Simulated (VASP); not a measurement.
# Y (Im-3m) in VASP: notebook, part 3 of 3

VASP 6.6.1. The steps go on from the part before.

## Step 6: Relaxation of cell and atoms, PBE, target pressure 30 GPa, at which the enthalpy is minimised

This run uses another cell than the first one, of 32.97 Å³/atom.

Contents of INCAR:

```
ALGO     = Normal         # electronic algorithm
EDIFF    = 1E-7           # SCF threshold, eV
EDIFFG   = -0.02          # ionic threshold
ENCUT    = 500            # plane-wave cutoff, eV
GGA      = PE             # functional
GGA_COMPAT= F            
IBRION   = 2              # ionic algorithm
ISIF     = 3              # what is computed and relaxed
ISMEAR   = 1              # smearing method
LASPH    = T              # aspherical terms in the spheres
LCHARG   = F              # write CHGCAR
LREAL    = F              # projectors in reciprocal space
LWAVE    = F              # write WAVECAR
NELM     = 120            # most SCF steps
NELMIN   = 4            
NSW      = 80             # ionic steps
PREC     = Accurate       # precision mode
PSTRESS  = 300.0        
SIGMA    = 0.1            # smearing width, eV
```

Contents of KPOINTS:

```
k-points
0
Gamma
  7 7 7
```

Contents of POSCAR:

```
Y
1.0
   -2.0200000000      2.0200000000      2.0200000000
    2.0200000000     -2.0200000000      2.0200000000
    2.0200000000      2.0200000000     -2.0200000000
Y
1
Direct
    0.0000000000      0.0000000000      0.0000000000
```

Potentials or basis: VASP PAW PBE potentials, release 64 (Y_sv).

Command:

```sh
cat potpaw_PBE.64/Y_sv/POTCAR > POTCAR
mpirun -np 1 vasp_std > vasp.out
```

OUTCAR:

```text
EDIFF = 1E-7
   EDIFFG = -0.02
   ENCUT = 500
   GGA = PE
   IBRION = 2
   ISIF = 3
   ISMEAR = 1
   LASPH = T
   LREAL = F
   NELM = 120
   NELMIN = 4
   NSW = 80
   PREC = Accurate
   PSTRESS = 300.0

 ion  position               nearest neighbor table
   1  0.000  0.000  0.000-

  LATTYP: Found a body centered cubic cell.
 ALAT       =     4.0400000000

  Lattice vectors:

 A1 = (  -2.0200000000,   2.0200000000,   2.0200000000)
 A2 = (   2.0200000000,  -2.0200000000,   2.0200000000)
 A3 = (   2.0200000000,   2.0200000000,  -2.0200000000)

Analysis of symmetry for initial positions (statically):
=====================================================================
 Subroutine PRICEL returns:
 Original cell was already a primitive cell.

 Routine SETGRP: Setting up the symmetry group for a
 body centered cubic supercell.

 Subroutine GETGRP returns: Found 48 space group operations
 (whereof 48 operations were pure point group operations)
 out of a pool of 48 trial point group operations.

The static configuration has the point symmetry O_h .

Analysis of symmetry for dynamics (positions and initial velocities):
=====================================================================
 Subroutine PRICEL returns:
 Original cell was already a primitive cell.

 Routine SETGRP: Setting up the symmetry group for a
 body centered cubic supercell.

 Subroutine GETGRP returns: Found 48 space group operations
 (whereof 48 operations were pure point group operations)
 out of a pool of 48 trial point group operations.

The dynamic configuration has the point symmetry O_h .

 Subroutine INISYM returns: Found 48 space group operations
 (whereof 48 operations are pure point group operations),
 and found     1 'primitive' translations

----------------------------------------------------------------------------------------

                                     Primitive cell

  volume of cell :      32.9696

  direct lattice vectors                    reciprocal lattice vectors
    -2.020000000  2.020000000  2.020000000     0.000000000  0.247524752  0.247524752
     2.020000000 -2.020000000  2.020000000     0.247524752  0.000000000  0.247524752
     2.020000000  2.020000000 -2.020000000     0.247524752  0.247524752  0.000000000

  length of vectors
     3.498742631  3.498742631  3.498742631     0.350052862  0.350052862  0.350052862

  position of ions in fractional coordinates (direct lattice)
     0.000000000  0.000000000  0.000000000

  ion indices of the primitive-cell ions
   primitive index   ion index
                 1           1

----------------------------------------------------------------------------------------

 KPOINTS: k-points

Automatic generation of k-mesh.
 Grid dimensions read from file:
 generate k-points for:    7    7    7

 Generating k-lattice:

  Cartesian coordinates                     Fractional coordinates (reciprocal lattice)
     0.000000000  0.035360679  0.035360679     0.142857143  0.000000000  0.000000000
     0.035360679  0.000000000  0.035360679     0.000000000  0.142857143  0.000000000
     0.035360679  0.035360679  0.000000000     0.000000000  0.000000000  0.142857143

  Length of vectors
     0.050007552  0.050007552  0.050007552

  Shift w.r.t. Gamma in fractional coordinates (k-lattice)
     0.000000000  0.000000000  0.000000000

 Subroutine IBZKPT returns following result:
 ===========================================

 Found     20 irreducible k-points:

 Following reciprocal coordinates:
            Coordinates               Weight
  0.000000  0.000000  0.000000      1.000000
  0.142857  0.000000  0.000000     12.000000
  0.285714  0.000000  0.000000     12.000000
  0.428571  0.000000  0.000000     12.000000
  0.142857  0.142857  0.000000     24.000000
  0.285714  0.142857  0.000000     48.000000
[... 12 lines left out ...]
 -0.428571 -0.428571  0.285714      8.000000
 -0.428571  0.428571  0.428571      6.000000
   k-points           NKPTS =     20   k-points in BZ     NKDIM =     20   number of bands    NBANDS=      9
   number of dos      NEDOS =    301   number of ions     NIONS =      1
   total plane-waves  NPLWV =  21952
   dimension x,y,z NGX =    28 NGY =   28 NGZ =   28
   dimension x,y,z NGXF=    56 NGYF=   56 NGZF=   56
   ions per type =               1
   NGX,Y,Z   is equivalent  to a cutoff of  13.30, 13.30, 13.30 a.u.
   NGXF,Y,Z  is equivalent  to a cutoff of  26.61, 26.61, 26.61 a.u.
 SYSTEM =  unknown system
   PREC   = accura    normal or accurate (medium, high low for compatibility)
   ISTART =      0    job   : 0-new  1-cont  2-samecut
   ICHARG =      2    charge: 1-file 2-atom 10-const
   ISPIN  =      1    spin polarized calculation?
   LNONCOLLINEAR =      F non collinear calculations
   LSORBIT =      F    spin-orbit coupling
   LASPH  =      T    aspherical Exc in radial PAW
   ENCUT  =  500.0 eV  36.75 Ry    6.06 a.u.   6.38  6.38  6.38*2*pi/ulx,y,z
   NELM   =    120;   NELMIN=  4; NELMDL= -5     # of ELM steps
   EDIFF  = 0.1E-06   stopping-criterion for ELM
   LREAL  =      F    real-space projection
   EDIFFG = -.2E-01   stopping-criterion for IOM
   NSW    =     80    number of steps for IOM
   IBRION =      2    ionic relax: 0-MD 1-quasi-New 2-CG
   NFREE  =      1    steps in history (QN), initial steepest desc. (CG)
   ISIF   =      3    stress and relaxation
   ISYM   =      2    0-nonsym 1-usesym 2-fastsym
   POTIM  = 0.5000    time-step for ionic-motion
   TEBEG  =    0.0;   TEEND  =   0.0 temperature during run
   PSTRESS=  300.0 pullay stress
   NELECT =      11.0000    total number of electrons
   NUPDOWN=      -1.0000    fix difference up-down
   EMIN   =  10.00;   EMAX   =-10.00  energy-range for DOS
   EFERMI =   0.00;   METHOD = LEGACY
   ISMEAR =     1;   SIGMA  =   0.10  broadening in eV -4-tet -1-fermi 0-gaus
   EFERMI_NEDOS =   21; number of points for ismear=-14 and -15
   IALGO  =     38    algorithm
   IMIX   =      4    mixing-type and parameters
     AMIX     =   0.40;   BMIX     =  1.00
     AMIX_MAG =   1.60;   BMIX_MAG =  1.00
  volume/ion in A,a.u.               =      32.97       222.49
  Fermi-wavevector in a.u.,A,eV,Ry     =   1.135449  2.145688 17.541240  1.289245
  Thomas-Fermi vector in A             =   2.272154
   LORBIT       =      0    0 simple, 1 ext, 2 COOP (PROOUT), +10 PAW based schemes
   GGA     = PE    functional components
   LHFCALC =     F    Hartree Fock is set to
   AEXX    =    0.0000 exact exchange contribution
   IVDW    =     0    specifies the selected vdW correction
   LEPSILON=     F    determine dielectric tensor
   LRPA    =     F    only Hartree local field effects (RPA)
 conjugate gradient relaxation of ions
 non-spin polarized calculation
 Methfessel and Paxton  Order N= 1 SIGMA  =   0.10
  energy-cutoff  :      500.00
  volume of cell :       32.97
 maximum number of plane-waves:       887
 NGX is ok and might be reduce to    28
   NGX = 13   NGY = 13   NGZ = 13

--------------------------------------- Ionic step        1  -------------------------------------------

 number of electron      11.0000001 magnetization

 Free energy of the ion-electron system (eV)
  ---------------------------------------------------
  ext. energy  EPLUGINS =         0.00000000
  ---------------------------------------------------
  free energy    TOTEN  =        -6.30959461 eV

  energy without entropy =       -6.31131737  energy(sigma->0) =       -6.31016886

 E-fermi :   3.1819     XC(G=0):  -9.4164

 val. band max:        3.1809634184   @ k =   0.2857   0.1429   0.1429
 cond. band min:       3.2161746987   @ k =  -0.4286   0.4286   0.1429
 fundamental gap:      0.0352112804
 Fermi energy:         3.1819421930

 k-point     1 :       0.0000    0.0000    0.0000
  band No.  band energies     occupation
      1     -39.7632      2.00000
      2     -19.4611      2.00000
      3     -19.4611      2.00000
      4     -19.4611      2.00000
      5      -1.6884      2.00000
      6       4.7730     -0.00000
      7       4.7730     -0.00000
      8       4.7730     -0.00000
      9       6.6762      0.00000
[... 612 lines left out ...]
  FREE ENERGIE OF THE ION-ELECTRON SYSTEM (eV)
  ---------------------------------------------------
  free  energy   TOTEN  =        -5.6051377272 eV

  energy  without entropy=       -5.6073457895  energy(sigma->0) =       -5.60587375

  enthalpy is  TOTEN    =        -1.4754642934 eV   P V=        4.1296734338

--------------------------------------- Ionic step        5  -------------------------------------------

 number of electron      11.0000000 magnetization

 Free energy of the ion-electron system (eV)
  ---------------------------------------------------
  ext. energy  EPLUGINS =         0.00000000
  ---------------------------------------------------
  free energy    TOTEN  =        -5.54578260 eV

  energy without entropy =       -5.54782715  energy(sigma->0) =       -5.54646412

 E-fermi :   5.3368     XC(G=0): -11.1662

 val. band max:        5.2846391244   @ k =   0.2857   0.2857   0.0000
 cond. band min:       5.4079647495   @ k =   0.1429   0.1429   0.1429
 fundamental gap:      0.1233256251
 Fermi energy:         5.3367735894

 k-point     1 :       0.0000    0.0000    0.0000
  band No.  band energies     occupation
      1     -36.7036      2.00000
      2     -15.7393      2.00000
      3     -15.7393      2.00000
      4     -15.7393      2.00000
      5       0.3136      2.00000
      6       7.5144      0.00000
      7       7.5144      0.00000
      8       7.5144      0.00000
      9      10.3912      0.00000
[... 248 lines left out ...]
 POSITION                                       TOTAL-FORCE (eV/Angst)
 -----------------------------------------------------------------------------------
      0.00000     -0.00000      0.00000        -0.000000      0.000000     -0.000000
 -----------------------------------------------------------------------------------
    total drift:                               -0.000000     -0.000000     -0.000000

  FREE ENERGIE OF THE ION-ELECTRON SYSTEM (eV)
  ---------------------------------------------------
  free  energy   TOTEN  =        -5.5457826049 eV

  energy  without entropy=       -5.5478271502  energy(sigma->0) =       -5.54646412

  enthalpy is  TOTEN    =        -1.4773288210 eV   P V=        4.0684537838

 reached required accuracy - stopping structural energy minimisation
```

It took 34 s on 1 thread of Intel Xeon 6975P-C (Granite Rapids), shared host; peak memory 0.21 GiB.

What came out:

```
Free energy                                                : -5.5458 eV
Relaxed volume                                             : 21.73 Å³/atom
Relaxed cell                                               : a = 3.045 Å, b = 3.045 Å, c = 3.045 Å, α = 109.47°, β = 109.47°, γ = 109.47°
Space group after relaxing (to 0.1 Å)                      : Im-3m (No. 229)
Energy change on relaxing (the run minimises the enthalpy) : +763.8 meV/atom
Ionic steps                                                : 5
Pressure after relaxing                                    : 30.0 GPa
Band gap on the k mesh                                     : zero (an odd number of electrons rules out a gap without spin polarisation)
```

The path:
| step | energy change (eV) | largest force (eV/Å) | pressure (GPa) | volume (Å³) |
| --- | --- | --- | --- | --- |
| 1 | 0.0000 | 0.0000 | -0.06 | 32.97 |
| 2 | 6.4704 | 0.0000 | 222.16 | 11.38 |
| 3 | 0.5726 | 0.0000 | 24.17 | 22.86 |
| 4 | 0.7045 | 0.0000 | 28.21 | 22.05 |
| 5 | 0.7638 | 0.0000 | 29.95 | 21.73 |

Final structure:
```
Y
1.0
    -1.75787    1.75787    1.75787
     1.75787   -1.75787    1.75787
     1.75787    1.75787   -1.75787
Y
1
Direct
  0.00000 0.00000 0.00000
```

Caveat: the cell is relaxed towards a set pressure, so the run minimises the enthalpy, not the energy; the volume moved by over 15 % at a fixed basis, so the end points are rough.

## Step 7: Relaxation of cell and atoms, PBE, target pressure 45 GPa, at which the enthalpy is minimised

This run uses another cell than the first one, of 32.97 Å³/atom.

Contents of INCAR:

```
PREC = Accurate
ENCUT = 500
EDIFF = 1E-7
ISMEAR = 1
SIGMA = 0.1
LREAL = False
LASPH = True
NELM = 120
ALGO = Normal
ISIF = 3
LWAVE = False
LCHARG = False
GGA = PE
IBRION = 2
NSW = 80
EDIFFG = -0.02
PSTRESS = 450.0
GGA_COMPAT = False
NELMIN = 4
```

Contents of KPOINTS:

```
regular mesh
0
Gamma
  7 7 7
```

POSCAR is that of step 6.

Command:

```sh
cat potpaw_PBE.64/Y_sv/POTCAR > POTCAR
mpirun -np 1 vasp_std > vasp.out
```

It took 43 s on 1 thread of Intel Xeon 6975P-C (Granite Rapids), shared host; peak memory 0.27 GiB.

It converged, with:

- Free energy: -4.9903 eV
- Relaxed volume: 19.34 Å³/atom
- Relaxed cell: a = 2.929 Å, b = 2.929 Å, c = 2.929 Å, α = 109.47°, β = 109.47°, γ = 109.47°
- Space group after relaxing (to 0.1 Å): Im-3m (No. 229)
- Energy change on relaxing (the run minimises the enthalpy): +1319.3 meV/atom
- Ionic steps: 6
- Pressure after relaxing: 45.1 GPa
- Band gap on the k mesh: zero (an odd number of electrons rules out a gap without spin polarisation)

Step by step:
```tsv
step	energy change (eV)	largest force (eV/Å)	pressure (GPa)	volume (Å³)
1	0.0000	0.0000	-0.06	32.97
2	34.2525	0.0000	2324.21	5.56
3	0.0798	0.0000	6.57	28.54
4	0.2454	0.0000	12.81	25.77
5	1.4974	0.0000	49.63	18.74
6	1.3193	0.0000	45.10	19.34
```

Final structure:
```
Y
1.0
    -1.69097    1.69097    1.69097
     1.69097   -1.69097    1.69097
     1.69097    1.69097   -1.69097
Y
1
Direct
  0.00000 0.00000 0.00000
```

Levels at points of the mesh, in eV from the Fermi level:
| k point | band 3 | band 4 | band 5 | band 6 | band 7 | band 8 |
| --- | --- | --- | --- | --- | --- | --- |
| (0.00, 0.00, 0.00) | -20.65 | -20.65 | -4.89 | 2.27 | 2.27 | 2.27 |

Caveat: the cell is relaxed towards a set pressure, so the run minimises the enthalpy, not the energy; the volume moved by over 15 % at a fixed basis, so the end points are rough.

## Step 8: Summary

| task | cell | gap on the mesh (eV) | pressure (GPa) |
| --- | --- | --- | --- |
| single point | a = 3.198 Å, angles 109.5°, 1 atom | none | 14.6 |
| single point | a = 3.494 Å, angles 109.5°, 1 atom | none | 0.1 |
| relaxation of cell and atoms | relaxed from a = 3.499 Å, angles 109.5°, 1 atom | none | -0.1 |
| relaxation of cell and atoms | relaxed to 15 GPa from a = 3.499 Å, angles 109.5°, 1 atom | none | 14.9 |
| relaxation of cell and atoms | relaxed to 30 GPa from a = 3.499 Å, angles 109.5°, 1 atom | none | 30.0 |
| relaxation of cell and atoms | relaxed to 45 GPa from a = 3.499 Å, angles 109.5°, 1 atom | none | 45.1 |

Alike in all rows: level PBE; potentials or basis VASP PAW PBE potentials, release 64 (Y_sv); no spin polarisation; k mesh 7 × 7 × 7; cutoff (eV) 500; smearing methfessel-paxton 0.1 eV.

Caveats: the cell is relaxed towards a set pressure, so the run minimises the enthalpy, not the energy (at least some runs); the volume moved by over 15 % at a fixed basis, so the end points are rough (at least some runs); the cell stands under pressure (at least some runs); the relaxation stopped at its first step, so nothing moved (at least some runs).

Total energies depend on the potentials used, so only differences within one code and one set of settings carry meaning.
